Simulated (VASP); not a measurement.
# TiAl3 (Pm-3m) in VASP: vibrations by perturbation theory with LDA

Aim: the vibrations by perturbation theory of TiAl3 with LDA.

All numbers are computed with VASP 6.6.1; they aren't measurements. Logs are shortened: lines on timing, memory, paths and dates and some standing lists are left out, and cuts for length are marked.

### Step 1. The cell of the first run

The structure is cubic, space group Pm-3m (No. 221). The conventional cell has a = 3.862 Å, b = 3.862 Å, c = 3.862 Å, α = 90.00°, β = 90.00°, γ = 90.00°. Ti (site symmetry m-3m) has 12 Al at 2.73 Å within 3.6 Å. Al (site symmetry 4/mmm) has 4 Ti at 2.73 Å and 8 Al at 2.73 Å within 3.6 Å.

### Step 2. Vibrations by perturbation theory, LDA

INCAR

```
SYSTEM = TiAl3
PREC = Accurate
ENCUT = 550
EDIFF = 1E-8
ISMEAR = -1
SIGMA = 0.15
LREAL = .FALSE.
LASPH = .TRUE.
NELM = 300
ALGO = All
ISIF = 2
LWAVE = .FALSE.
LCHARG = .TRUE.
IBRION = 8
NSW = 1
GGA_COMPAT = .FALSE.
ISEARCH = 1
KPAR = 4
```

KPOINTS

```
Automatic mesh
0
G
  12 12 12
  0 0 0
```

POSCAR

```
TiAl3
1.0
    3.8619483015      0.0000000000      0.0000000000
    0.0000000000      3.8619483015      0.0000000000
    0.0000000000      0.0000000000      3.8619483015
Ti Al
1 3
Direct
    0.0000000000      0.0000000000      0.0000000000
    0.5000000000      0.5000000000      0.0000000000
    0.5000000000      0.0000000000      0.5000000000
    0.0000000000      0.5000000000      0.5000000000
```

Potentials or basis: VASP PAW LDA potentials, release 64 (Ti_sv, Al).

Run with:

```console
cat potpaw_LDA.64/Ti_sv/POTCAR potpaw_LDA.64/Al/POTCAR > POTCAR
mpirun -np 4 vasp_std > vasp.out
```

OUTCAR:

```text
SYSTEM = TiAl3
   PREC = Accurate
   ENCUT = 550
   EDIFF = 1E-8
   ISMEAR = -1
   LREAL = .FALSE.
   LASPH = .TRUE.
   NELM = 300
   ISIF = 2
   IBRION = 8
   NSW = 1

 ion  position               nearest neighbor table
   1  0.000  0.000  0.000-   2 2.73   3 2.73   4 2.73   3 2.73   4 2.73   2 2.73   4 2.73   4 2.73
                             2 2.73   3 2.73   3 2.73   2 2.73
   2  0.500  0.500  0.000-   1 2.73   3 2.73   4 2.73   3 2.73   4 2.73   1 2.73   3 2.73   3 2.73
                             1 2.73   4 2.73   4 2.73   1 2.73
   3  0.500  0.000  0.500-   1 2.73   2 2.73   4 2.73   1 2.73   2 2.73   2 2.73   4 2.73   2 2.73
                             1 2.73   4 2.73   1 2.73   4 2.73
   4  0.000  0.500  0.500-   1 2.73   2 2.73   3 2.73   1 2.73   2 2.73   1 2.73   3 2.73   1 2.73
                             2 2.73   3 2.73   2 2.73   3 2.73

  LATTYP: Found a simple cubic cell.
 ALAT       =     3.8619483015

  Lattice vectors:

 A1 = (   3.8619483015,   0.0000000000,   0.0000000000)
 A2 = (   0.0000000000,   3.8619483015,   0.0000000000)
 A3 = (   0.0000000000,   0.0000000000,   3.8619483015)

Analysis of symmetry for initial positions (statically):
=====================================================================
 Subroutine PRICEL returns:
 Original cell was already a primitive cell.

 Routine SETGRP: Setting up the symmetry group for a
 simple cubic supercell.

 Subroutine GETGRP returns: Found 48 space group operations
 (whereof 48 operations were pure point group operations)
 out of a pool of 48 trial point group operations.

The static configuration has the point symmetry O_h .

Analysis of symmetry for dynamics (positions and initial velocities):
=====================================================================
 Subroutine PRICEL returns:
 Original cell was already a primitive cell.

 Routine SETGRP: Setting up the symmetry group for a
[... 608 lines left out ...]

  energy  without entropy=      -22.5908276606  energy(sigma->0) =      -22.66629356

[... ionic steps 2 to 3 ...]

--------------------------------------- Ionic step        4  -------------------------------------------

------------------------ aborting loop because EDIFF is reached ----------------------------------------
[... 7 lines left out ...]
[... ionic steps 8 to 8 ...]

--------------------------------------- Ionic step        9  -------------------------------------------

 Free energy of the ion-electron system (eV)
  ---------------------------------------------------
  ---------------------------------------------------
  free energy    TOTEN  =        -0.00777640 eV

  energy without entropy =       -0.00777640

------------------------ aborting loop because EDIFF is reached ----------------------------------------

 INTERNAL STRAIN TENSOR  FOR ION    2  DIRECTION 3   (eV/Angst):
 -----------------------------------------------------------------------------
    -0.01230  0.00000  0.00000
     0.00000 -0.01230 -0.00000
     0.00000 -0.00000  0.01757

 INTERNAL STRAIN TENSOR FOR ION    4 for displacements in x,y,z  (eV/Angst):
          X           Y           Z          XY          YZ          ZX
  --------------------------------------------------------------------------------
  x     0.00000     0.00000     0.00000     0.00000     0.00000     0.00000
  y     0.00000     0.00000     0.00000     0.00000     0.00000     0.00000
  z     0.00000     0.00000     0.00000     0.00000     0.00000     0.00000

 SECOND DERIVATIVES (NOT SYMMETRIZED)
 ------------------------------------
               1X          1Y          1Z          2X          2Y          2Z          3X          3Y          3Z          4X          4Y          4Z
  1X   -10.867009    0.000000    0.000000    4.882724    0.000000   -0.000000    4.882724   -0.000000    0.000000    1.101561   -0.000000    0.000000
  1Y     0.000000  -10.867009    0.000000    0.000000    4.882724   -0.000000   -0.000000    1.101561    0.000000   -0.000000    4.882724    0.000000
  1Z     0.000000   -0.000000  -10.867009    0.000000    0.000000    1.101561   -0.000000    0.000000    4.882724    0.000000    0.000000    4.882724
  2X     4.879411    0.000000    0.000000   -8.657176    0.000000    0.000000    0.295686    0.000000    0.000000    3.482080    0.000000    0.000000
  2Y     0.000000    4.879411    0.000000    0.000000   -8.657176    0.000000    0.000000    3.482080    0.000000    0.000000    0.295686    0.000000
  2Z    -0.000000   -0.000000    1.093663    0.000000    0.000000   -8.055970    0.000000    0.000000    3.481153    0.000000    0.000000    3.481153
  3X     4.879411    0.000000    0.000000    0.295686    0.000000    0.000000   -8.657176    0.000000    0.000000    3.482080    0.000000    0.000000
  3Y    -0.000000    1.093663   -0.000000    0.000000    3.481153    0.000000    0.000000   -8.055970    0.000000   -0.000000    3.481153    0.000000
  3Z     0.000000    0.000000    4.879411    0.000000    0.000000    3.482080    0.000000    0.000000   -8.657176    0.000000    0.000000    0.295686
  4X     1.093663   -0.000000   -0.000000    3.481153    0.000000    0.000000    3.481153    0.000000    0.000000   -8.055970    0.000000    0.000000
  4Y     0.000000    4.879411    0.000000    0.000000    0.295686    0.000000    0.000000    3.482080    0.000000    0.000000   -8.657176    0.000000
  4Z     0.000000    0.000000    4.879411    0.000000    0.000000    3.482080    0.000000    0.000000    0.295686    0.000000    0.000000   -8.657176

 Eigenvectors and eigenvalues of the dynamical matrix
 ----------------------------------------------------

   1 f  =   11.489242 THz    72.189034 2PiTHz  383.239847 cm-1    47.515664 meV
             X         Y         Z           dx          dy          dz
      0.000000  0.000000  0.000000     0.015850   -0.110389    0.395266
      1.930974  1.930974  0.000000    -0.020513    0.142867    0.496635
      1.930974  0.000000  1.930974    -0.020513   -0.138699   -0.511559
      0.000000  1.930974  1.930974     0.019915    0.142867   -0.511559
[... 71 lines left out ...]
  12 f/i=    0.003648 THz     0.022919 2PiTHz    0.121671 cm-1     0.015085 meV
             X         Y         Z           dx          dy          dz
      0.000000  0.000000  0.000000     0.572370   -0.097578    0.184866
      1.930974  1.930974  0.000000     0.429928   -0.073294    0.138932
      1.930974  0.000000  1.930974     0.429928   -0.073332    0.138860
      0.000000  1.930974  1.930974     0.430152   -0.073294    0.138860

--------------------------------------------------------------------------------------------------------

 ELASTIC MODULI CONTR FROM IONIC RELAXATION (kBar)
 Direction    XX          YY          ZZ          XY          YZ          ZX
 --------------------------------------------------------------------------------
 XX           0.0000      0.0000      0.0000      0.0000      0.0000      0.0000
 YY           0.0000      0.0000      0.0000      0.0000      0.0000      0.0000
 ZZ           0.0000      0.0000      0.0000      0.0000      0.0000      0.0000
 XY           0.0000      0.0000      0.0000      0.0000      0.0000      0.0000
 YZ           0.0000      0.0000      0.0000      0.0000      0.0000      0.0000
 ZX           0.0000      0.0000      0.0000      0.0000      0.0000      0.0000
 --------------------------------------------------------------------------------
```

OSZICAR:

```text
N       E                     dE             d eps       ncg     rms           ort
DAV:   1     0.124189871655E+03    0.12419E+03   -0.10396E+04  1176   0.157E+03
DAV:   2    -0.136218498157E+02   -0.13781E+03   -0.13626E+03  1176   0.357E+02
[... 130 lines left out ...]
RMM:   6    -0.778007270075E-02   -0.15492E-04   -0.62560E-06 11959   0.117E-02    0.799E-04
RMM:   7    -0.777724844792E-02    0.28243E-05   -0.13587E-06 12271   0.501E-03    0.310E-04
RMM:   8    -0.777639456425E-02    0.85388E-06   -0.24195E-07 12865   0.213E-03    0.184E-04
RMM:   9    -0.777626024789E-02    0.13432E-06    0.78871E-08 13085   0.108E-03    0.442E-05
RMM:  10    -0.777639213356E-02   -0.13189E-06    0.95126E-08 13166   0.499E-04    0.459E-05
RMM:  11    -0.777639523985E-02   -0.31063E-08    0.85766E-08 12774   0.268E-04    0.196E-05
 Linear response finished
```

It took 2.9 min on 4 MPI ranks of Intel Xeon 6975P-C (Granite Rapids), shared host; peak memory 0.76 GiB.

What came out:

```
Highest phonon frequency at Γ : 383 cm⁻¹
```

Phonon frequencies in cm⁻¹ (negative: imaginary):
| q point | frequencies |
| --- | --- |
| (0.000, 0.000, 0.000) | 0 0 0 283 283 283 300 300 300 383 383 383 |

Caveat: the cell stands under pressure or tension, which shifts response properties.
